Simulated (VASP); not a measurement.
Write the native input for VASP 6.6.1 that does the following.

```
Task                   : relaxation of the atoms
Functional             : PBEsol
Potentials or basis    : VASP PAW PBE potentials, release 64 (Cd, Se)
Cutoff                 : 450 eV
k mesh                 : 8 × 8 × 8
Occupations            : gaussian, width 0.02 eV
Spin                   : no spin polarisation
Dipole correction      : no
Further INCAR settings : ALGO = Normal; EDIFF = 1e-07; IBRION = 2; EDIFFG = -0.002; NSW = 60
```

The structure of CdSe lies in POSCAR:

```
CdSe
1.0
    0.0000000000      2.9498409621      3.1680124167
    2.9498409621      0.0000000000      3.1680124167
    2.9498409621      2.9498409621      0.0000000000
Cd Se
1 1
Direct
    0.0000000000      0.0000000000      0.0000000000
    0.2500000000      0.2500000000      0.2500000000
```

This cell differs from its parent crystal: strained cell.

One way to write it, as run:

INCAR

```
  PREC = Accurate
  ENCUT = 450
  EDIFF = 1E-7
  ISMEAR = 0
  SIGMA = 0.02
  LREAL = False
  LASPH = True
  NELM = 120
  ALGO = Normal
  ISIF = 2
  LWAVE = False
  LCHARG = False
  GGA = PS
  IBRION = 2
  NSW = 60
  EDIFFG = -0.002
  GGA_COMPAT = False
  NELMIN = 4
```

KPOINTS

```
Automatic mesh
0
Gamma
  8 8 8
```

Potentials or basis: VASP PAW PBE potentials, release 64 (Cd, Se).

The run is started by

```console
$ cat potpaw_PBE.64/Cd/POTCAR potpaw_PBE.64/Se/POTCAR > POTCAR
$ mpirun -np 1 vasp_std > vasp.out
```

Results of the run:

```yaml
Pressure_after_relaxing: 1.2 GPa
Band_gap_on_the_k_mesh: 0.42 eV
```

Caveat: the cell differs from its parent crystal (strained cell); semilocal functionals underestimate gaps, and a narrow one can read as zero; the PAW data sets were made with another functional, which shifts forces and pressure a little.

Run time: 31 s on 1 thread of Oxide Virtual Turin-like Processor, with other jobs on the host, peak memory 0.16 GiB.
